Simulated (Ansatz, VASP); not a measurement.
**Si2Mo: VASP beside Ansatz**

The input INCAR:

```
PREC = Accurate
ENCUT = 520
EDIFF = 1E-6
ISMEAR = 1
SIGMA = 0.15
LREAL = F
LASPH = T
NELM = 100
ALGO = Normal
ISIF = 2
LWAVE = F
LCHARG = F
NBANDS = 18
```

File KPOINTS:

```
Automatic mesh
0
Gamma
  13 13 13
```

The input POSCAR:

```
Si2Mo
1.0
   -1.5561421220      1.5561421220      3.8227603815
    1.5561421220     -1.5561421220      3.8227603815
    1.5561421220      1.5561421220     -3.8227603815
Si Mo
2 1
Direct
    0.3330000000      0.3330000000      0.0000000000
    0.6670000000      0.6670000000      0.0000000000
    0.0000000000      0.0000000000      0.0000000000
```

Input for Ansatz:

```yaml
crystal:
  lattice:
    - [-1.5561421219501697, 1.5561421219501697, 3.8227603814532136]
    - [1.5561421219501697, -1.5561421219501697, 3.8227603814532136]
    - [1.5561421219501697, 1.5561421219501697, -3.8227603814532136]
  atoms:
    - { symbol: Si, position: [0.333, 0.333, 0.0] }
    - { symbol: Si, position: [0.667, 0.667, 0.0] }
    - { symbol: Mo, position: [0.0, 0.0, 0.0] }
basis:
  ecutwfc: 500.0
kpoints:
  mp_grid:
    grid: [13, 13, 13]
hamiltonian:
  xc: lda
  pseudopotentials:
    kind: paw
scf:
  occupations:
    method: cold
    width: 0.15
output:
  stress: true
```

Alike in both runs: task single point; functional LDA; k mesh 13 × 13 × 13; no spin polarisation.

|  | VASP | Ansatz |
| --- | --- | --- |
| version | VASP 6.6.1 | Ansatz 0.2.0 |
| potentials or method | VASP PAW LDA potentials, release 64 (Si, Mo_sv), cutoff 520 eV | plane waves, PAW |
| occupations | methfessel-paxton of order 1, width 0.15 eV | cold, width 0.15 eV |
| valence electrons in the cell | 22 | 22 |

```csv
,VASP,Ansatz,Ansatz less VASP
pressure (GPa),15.0,14.2,-0.79
"traceless stress, the component that is largest in VASP (GPa)",0.54,0.45,-0.083
```

LDA's correlation is that of Perdew and Zunger in VASP and of Perdew and Wang (1992) in Ansatz.
